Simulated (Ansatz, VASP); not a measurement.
**Two plane-wave programs on Ge3Pd**

INCAR

```
PREC = Accurate
ENCUT = 520
EDIFF = 1E-7
ISMEAR = -1
SIGMA = 0.05
LREAL = F
LASPH = T
NELM = 100
ALGO = Normal
ISIF = 2
LWAVE = F
LCHARG = F
NBANDS = 34
```

The input KPOINTS:

```
regular mesh
0
Gamma
  7 7 7
```

The input POSCAR:

```
Ge3Pd
1.0
    4.1420230000      0.0000000000      0.0000000000
    0.0000000000      4.1420230000      0.0000000000
    0.0000000000      0.0000000000      4.1420230000
Pd Ge
1 3
Direct
    0.0000000000      0.0000000000      0.0000000000
    0.5000000000      0.5000000000      0.0000000000
    0.5000000000      0.0000000000      0.5000000000
    0.0000000000      0.5000000000      0.5000000000
```

File input.yaml:

```yaml
crystal:
  lattice:
    - [4.142023, 0.0, 0.0]
    - [0.0, 4.142023, 0.0]
    - [0.0, 0.0, 4.142023]
  atoms:
    - { symbol: Pd, position: [0.0, 0.0, 0.0] }
    - { symbol: Ge, position: [0.5, 0.5, 0.0] }
    - { symbol: Ge, position: [0.5, 0.0, 0.5] }
    - { symbol: Ge, position: [0.0, 0.5, 0.5] }
hamiltonian:
  xc: lda
  pseudopotentials: { kind: paw }
kpoints:
  mp_grid: { grid: [7, 7, 7] }
  band_path:
    path:
      - [[0.0, 0.0, 0.0], [0.0, 0.5, 0.0], [0.5, 0.5, 0.0], [0.0, 0.0, 0.0], [0.5, 0.5, 0.5], [0.0, 0.5, 0.0]]
      - [[0.5, 0.5, 0.0], [0.5, 0.5, 0.5]]
    npoints: 14
scf:
  occupations: { method: fermi_dirac, width: 0.05 }
  n_extra_bands: 10
output:
  forces: true
  stress: true
  eigenvalues: true
  fatbands: true
  write_density: true
  write_potential: true
  elf: true
  volumetric_format: npy
```

Alike in both runs: functional LDA; k mesh 7 × 7 × 7; occupations fermi-dirac, width 0.05 eV; no spin polarisation.

|  | VASP | Ansatz |
| --- | --- | --- |
| version | VASP 6.6.1 | Ansatz 0.2.0 |
| potentials or method | VASP PAW LDA potentials, release 64 (Pd, Ge_d) | Ansatz PAW |
| plane-wave cutoff (eV) | 520 | 420 |
| valence electrons in the cell | 52 | 60 |
| task | single point | band structure |

Ansatz gave:

* gap on the k mesh at the Fermi level (eV): none
* pressure (GPa): -7.0

Problem. Estimate VASP's values.

Solution. gap on the k mesh at the Fermi level (eV): none; pressure (GPa): -6.8.

LDA's correlation is that of Perdew and Zunger in VASP and of Perdew and Wang (1992) in Ansatz. A gap of «none» marks a metal or a gap that the smearing closes. VASP's potentials hold 52 valence electrons a cell and Ansatz's 60, so a difference there can come from the potentials and not from the codes.
